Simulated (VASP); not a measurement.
# Cu (C2/m) in VASP: single point with PBE

Aim: the single point of Cu with PBE.

Everything below comes from runs of VASP 6.6.1. Logs are shortened: lines on timing, memory, paths and dates and some standing lists are left out, and cuts for length are marked.

## Step 1: The cell of the first run

The structure is monoclinic, space group C2/m (No. 12). Conventional cell: a = 4.010 Å, b = 2.951 Å, c = 2.759 Å, α = 90.00°, β = 132.62°, γ = 90.00°. Within 3.3 Å of Cu (site symmetry 2/m) lie 14 Cu at 2.49 to 2.95 Å.

## Step 2: Single point, PBE (strain +0.0150 x Voigt [0, 0, 0, 0, 1, 0])

Contents of INCAR:

```
SYSTEM = Cu
PREC = Accurate ; ENCUT = 520
EDIFF = 1E-6 ; ISMEAR = 0
SIGMA = 0.15 ; LREAL = .False.
LASPH = .True. ; NELM = 80
ALGO = Fast ; ISIF = 2
LWAVE = .False. ; LCHARG = .False.
GGA = PE ; NBANDS = 12
```

Contents of KPOINTS:

```
Automatic mesh
0
Gamma
  30 30 30
  0 0 0
```

Contents of POSCAR:

```
Cu
1.0
   -1.4651835680      1.4755302431      1.3684902077
    1.4858769182     -1.4755302431      1.3906231613
    1.4651835680      1.4755302431     -1.3684902077
Cu
1
Direct
    0.0000000000      0.0000000000      0.0000000000
```

Potentials or basis: VASP PAW PBE potentials, release 64 (Cu).

Started as:

```bash
$ cat potpaw_PBE.64/Cu/POTCAR > POTCAR
$ mpirun -np 1 vasp_std > vasp.out
```

OUTCAR:

```text
SYSTEM = Cu
   PREC = Accurate
   ENCUT = 520
   EDIFF = 1E-6
   ISMEAR = 0
   LREAL = .False.
   LASPH = .True.
   NELM = 80
   ISIF = 2
   GGA = PE

 ion  position               nearest neighbor table
   1  0.000  0.000  0.000-

  LATTYP: Found a base centered monoclinic cell.
 ALAT       =     4.0097522799
 B/A-ratio  =     0.7359707733
 C/A-ratio  =     0.6881200571
 COS(beta)  =    -0.6770808060

  Lattice vectors:

 A1 = (   1.4651835680,  -1.4755302431,  -1.3684902077)
 A2 = (   1.4651835680,   1.4755302431,  -1.3684902077)
 A3 = (   0.0206933502,   0.0000000000,   2.7591133690)

Analysis of symmetry for initial positions (statically):
=====================================================================
 Subroutine PRICEL returns:
 Original cell was already a primitive cell.

 Routine SETGRP: Setting up the symmetry group for a
 base centered monoclinic supercell.

 Subroutine GETGRP returns: Found  4 space group operations
 (whereof  4 operations were pure point group operations)
 out of a pool of  4 trial point group operations.

The static configuration has the point symmetry C_2h.

Analysis of symmetry for dynamics (positions and initial velocities):
=====================================================================
 Subroutine PRICEL returns:
 Original cell was already a primitive cell.

 Routine SETGRP: Setting up the symmetry group for a
 base centered monoclinic supercell.

 Subroutine GETGRP returns: Found  4 space group operations
 (whereof  4 operations were pure point group operations)
 out of a pool of  4 trial point group operations.

The dynamic configuration has the point symmetry C_2h.

 Subroutine INISYM returns: Found  4 space group operations
 (whereof  4 operations are pure point group operations),
 and found     1 'primitive' translations

----------------------------------------------------------------------------------------

                                     Primitive cell

  volume of cell :      12.0135

  direct lattice vectors                    reciprocal lattice vectors
    -1.465183568  1.475530243  1.368490208    -0.002718417  0.338861235  0.362455659
     1.485876918 -1.475530243  1.390623161     0.336161879  0.000000000  0.359914056
     1.465183568  1.475530243 -1.368490208     0.338880297  0.338861235 -0.002541602

  length of vectors
     2.489320758  2.513732780  2.489320758     0.496193945  0.492486484  0.479242373

  position of ions in fractional coordinates (direct lattice)
     0.000000000  0.000000000  0.000000000

[... 84 lines left out ...]
   TEBEG  =    0.0;   TEEND  =   0.0 temperature during run
   PSTRESS=    0.0 pullay stress
   NELECT =      11.0000    total number of electrons
   NUPDOWN=      -1.0000    fix difference up-down
   EMIN   =  10.00;   EMAX   =-10.00  energy-range for DOS
   EFERMI =   0.00;   METHOD = LEGACY
   ISMEAR =     0;   SIGMA  =   0.15  broadening in eV -4-tet -1-fermi 0-gaus
   EFERMI_NEDOS =   21; number of points for ismear=-14 and -15
   IALGO  =     68    algorithm
   IMIX   =      4    mixing-type and parameters
     AMIX     =   0.40;   BMIX     =  1.00
     AMIX_MAG =   1.60;   BMIX_MAG =  1.00
  volume/ion in A,a.u.               =      12.01        81.07
  Fermi-wavevector in a.u.,A,eV,Ry     =   1.589700  3.004098 34.383926  2.527147
  Thomas-Fermi vector in A             =   2.688509
   LORBIT       =      0    0 simple, 1 ext, 2 COOP (PROOUT), +10 PAW based schemes
   GGA     = PE    functional components
   LHFCALC =     F    Hartree Fock is set to
   AEXX    =    0.0000 exact exchange contribution
   IVDW    =     0    specifies the selected vdW correction
   LEPSILON=     F    determine dielectric tensor
   LRPA    =     F    only Hartree local field effects (RPA)
 non-spin polarized calculation
 RMM-DIIS sequential band-by-band and
 Gauss-broadening in eV      SIGMA  =   0.15
  energy-cutoff  :      520.00
  volume of cell :       12.01
 maximum number of plane-waves:       338
   NGX =  9   NGY =  9   NGZ =  9

 number of electron      10.9999994 magnetization

 Free energy of the ion-electron system (eV)
  ---------------------------------------------------
  ext. energy  EPLUGINS =         0.00000000
  ---------------------------------------------------
  free energy    TOTEN  =        -3.69359215 eV

  energy without entropy =       -3.68944856  energy(sigma->0) =       -3.69152036

 E-fermi :   7.3791     XC(G=0): -12.6278

 val. band max:        7.3785699202   @ k =  -0.4000   0.4667   0.1000
 cond. band min:       7.3791759047   @ k =  -0.4000   0.4000   0.2000
 fundamental gap:      0.0006059845
 Fermi energy:         7.3791376938

 k-point     1 :       0.0000    0.0000    0.0000
  band No.  band energies     occupation
      1      -1.8403      2.00000
      2       4.1557      2.00000
      3       4.4236      2.00000
      4       4.4339      2.00000
      5       5.1535      2.00000
      6       5.4304      2.00000
      7      31.4759      0.00000
      8      31.4900      0.00000
      9      33.3032      0.00000
     10      35.2514      0.00000
     11      35.3388      0.00000
     12      35.3896      0.00000
[... 331 lines left out ...]
 k-point    24 :       0.2333    0.0333    0.0000
  band No.  band energies     occupation
      1       0.4685      2.00000
      2       3.9047      2.00000
      3       4.2895      2.00000
      4       5.1089      2.00000
      5       5.2280      2.00000
      6       5.3506      2.00000
      7      21.2473      0.00000
      8      26.4730      0.00000
      9      27.3053      0.00000
     10      29.6288      0.00000
     11      31.8612      0.00000
     12      36.1834      0.00000

 [... further k-points ...]

------------------------ aborting loop because EDIFF is reached ----------------------------------------

  FORCE on cell =-STRESS in cart. coord.  units (eV):
  Direction    XX          YY          ZZ          XY          YZ          ZX
  --------------------------------------------------------------------------------------
  -------------------------------------------------------------------------------------
  Total        0.0453392      0.0484367      0.0526458      0.0000000     -0.0000000     -0.0922674
  in kB        6.0466308      6.4597198      7.0210588      0.0000000     -0.0000000    -12.3051713
  external PRESSURE =       6.5091365 kB  Pullay stress =       0.0000000 kB

 VOLUME and BASIS-vectors are now :
 -----------------------------------------------------------------------------
  energy-cutoff  :      520.00
  volume of cell :       12.01
      direct lattice vectors                 reciprocal lattice vectors
    -1.465183568  1.475530243  1.368490208    -0.002718417  0.338861235  0.362455659
     1.485876918 -1.475530243  1.390623161     0.336161879  0.000000000  0.359914056
     1.465183568  1.475530243 -1.368490208     0.338880297  0.338861235 -0.002541602

 POSITION                                       TOTAL-FORCE (eV/Angst)
 -----------------------------------------------------------------------------------
      0.00000      0.00000      0.00000        -0.000000      0.000000      0.000000
 -----------------------------------------------------------------------------------
    total drift:                                0.000000      0.000000      0.000000

  FREE ENERGIE OF THE ION-ELECTRON SYSTEM (eV)
  ---------------------------------------------------
  free  energy   TOTEN  =        -3.6935921536 eV

  energy  without entropy=       -3.6894485642  energy(sigma->0) =       -3.69152036
```

Run time: 28 min. Hardware: 1 thread of Intel Xeon 8259CL, shared host; peak memory 1 GiB.

What came out:

| Property | Result |
| --- | --- |
| Free energy | -3.6936 eV |
| Pressure | 0.7 GPa |
| Band gap on the k mesh | zero (an odd number of electrons rules out a gap without spin polarisation) |

Levels at points of the mesh, in eV from the Fermi level:
```csv
k point,band 4,band 5,band 6,band 7,band 8,band 9
"(0.00, 0.00, 0.00)",-2.95,-2.23,-1.95,24.10,24.11,25.92
"(0.50, 0.00, 0.00)",-1.84,-1.36,-0.36,4.52,16.50,17.06
"(0.00, 0.50, 0.00)",-1.82,-1.37,-0.47,4.35,16.91,16.93
"(0.50, 0.50, 0.00)",-2.04,-1.39,-0.87,3.79,18.36,18.92
"(0.50, 0.00, 0.50)",-1.86,-1.34,-0.24,4.69,16.58,16.69
"(0.50, 0.50, 0.50)",-1.54,-1.46,7.31,7.31,9.86,12.82
```

Caveat: the cell differs from its parent crystal (strain +0.0150 x Voigt [0, 0, 0, 0, 1, 0]).
